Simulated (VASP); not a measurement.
The system is GaSb.

```
CELL_PARAMETERS angstrom
0.00000 2.94472 2.94472
2.94472 0.00000 2.94472
2.94472 2.94472 0.00000
ATOMIC_POSITIONS crystal
Ga 0.00000 0.00000 0.00000
Sb 0.25000 0.25000 0.25000
```

- Program: VASP 6.6.1
- Task: relaxation of cell and atoms
- Functional: PBE
- Potentials or basis: VASP PAW PBE potentials, release 64 (Ga_d, Sb)
- Cutoff: 600 eV
- k mesh: 6 × 6 × 6
- Occupations: gaussian, width 0.2 eV
- Spin: no spin polarisation

At the start: pressure 10.7 GPa; volume 25.53 Å³/atom.

Q: How do energy, volume and symmetry change on relaxing?

A: Over 3 steps the energy falls by 129.1 meV/atom and the volume is 30.04 Å³/atom (+17.7 %); space group F-43m (No. 216, to 0.05 Å).

Step by step:
```csv
step,energy change (eV),largest force (eV/Å),pressure (GPa),volume (Å³)
1,0.0000,0.0000,10.66,51.07
2,-0.2179,0.0000,-2.61,64.68
3,-0.2582,0.0000,0.02,60.08
```

Final structure:
```yaml
crystal:
  lattice:
    - [0.00000, 3.10870, 3.10870]
    - [3.10870, 0.00000, 3.10870]
    - [3.10870, 3.10870, 0.00000]
  atoms:
    - { symbol: Ga, position: [0.00000, 0.00000, 0.00000] }
    - { symbol: Sb, position: [0.25000, 0.25000, 0.25000] }
```

Caveat: the volume moved by over 15 % at a fixed basis, so the end points are rough.
